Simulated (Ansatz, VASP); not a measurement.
## CoO: VASP beside Ansatz

INCAR

```
SYSTEM = CoO
PREC     = Accurate       ! precision mode
ENCUT    = 520            ! plane-wave cutoff, eV
EDIFF    = 1E-6           ! SCF threshold, eV
ISMEAR   = 0              ! smearing method
SIGMA    = 0.15           ! smearing width, eV
LREAL    = .False.        ! projectors in reciprocal space
LASPH    = .True.         ! aspherical terms in the spheres
NELM     = 150            ! most SCF steps
ALGO     = Normal         ! electronic algorithm
ISIF     = 2              ! what is computed and relaxed
LWAVE    = .False.        ! write WAVECAR
LCHARG   = .True.         ! write CHGCAR
ISPIN    = 2              ! spin polarisation
MAGMOM   = 2.64 0.33      ! initial moments
LORBIT   = 11             ! projections on sites
LMAXMIX  = 4              ! l up to which the mixer works
GGA      = PS             ! functional
LELF     = .True.         ! ELF
LVHAR    = .True.       
NBANDS   = 18             ! bands
```

KPOINTS

```
regular mesh
0
Gamma
  18 18 18
  0 0 0
```

The input POSCAR:

```
CoO
1.0
    1.5656883263      0.9039505767      2.2447327537
   -1.5656883263      0.9039505767      2.2447327537
    0.0000000000     -1.8079011533      2.2447327537
Co O
1 1
Direct
    0.0000000000      0.0000000000      0.0000000000
    0.5000000000      0.5000000000      0.5000000000
```

Input for Ansatz:

```yaml
crystal:
  lattice:
    - [1.5656883263, 0.9039505767, 2.2447327537]
    - [-1.5656883263, 0.9039505767, 2.2447327537]
    - [0.0, -1.8079011533, 2.2447327537]
  atoms:
    - { symbol: Co, position: [0.0, 0.0, 0.0], spin: 2.64 }
    - { symbol: O, position: [0.5, 0.5, 0.5], spin: 0.33 }
basis:
  ecutwfc: 420
kpoints:
  mp_grid: { grid: [18, 18, 18] }
hamiltonian:
  xc: pbesol
scf:
  occupations: { method: gaussian, width: 0.15 }
output:
  forces: true
  stress: true
  eigenvalues: true
  populations: true
magnetization:
  spin_polarized: true
```

Change from the starting cell: strain +0.040 along x and y, -0.080 along z, atoms carried along.

Alike in both runs: task single point; functional PBEsol; k mesh 18 × 18 × 18; occupations gaussian, width 0.15 eV; collinear spin.

```csv
,VASP,Ansatz
version,VASP 6.6.1,Ansatz 0.2.0
potentials or method,"VASP PAW PBE potentials, release 64 (Co, O), cutoff 520 eV","scalar-relativistic, plane waves, PAW"
valence electrons in the cell,15,23
```

Ansatz gave:

* gap on the k mesh at the Fermi level (eV): none
* pressure (GPa): -10.5
* traceless stress, the component that is largest in VASP (GPa): 2.39
* net moment per atom (μB): 1.45
* size of the moment on the site where the two differ most (μB): 2.45

Question: Which values does VASP return?

Answer: gap on the k mesh at the Fermi level (eV): none; pressure (GPa): -11.1; traceless stress, the component that is largest in VASP (GPa): 2.60; net moment per atom (μB): 1.43; size of the moment on the site where the two differ most (μB): 2.51.

VASP's potentials were made for PBE, not for PBEsol. Site moments also hang on the region over which each program counts them. A gap of «none» marks a metal or a gap that the smearing closes. VASP's potentials hold 15 valence electrons a cell and Ansatz's 23, so a difference there can come from the potentials and not from the codes.
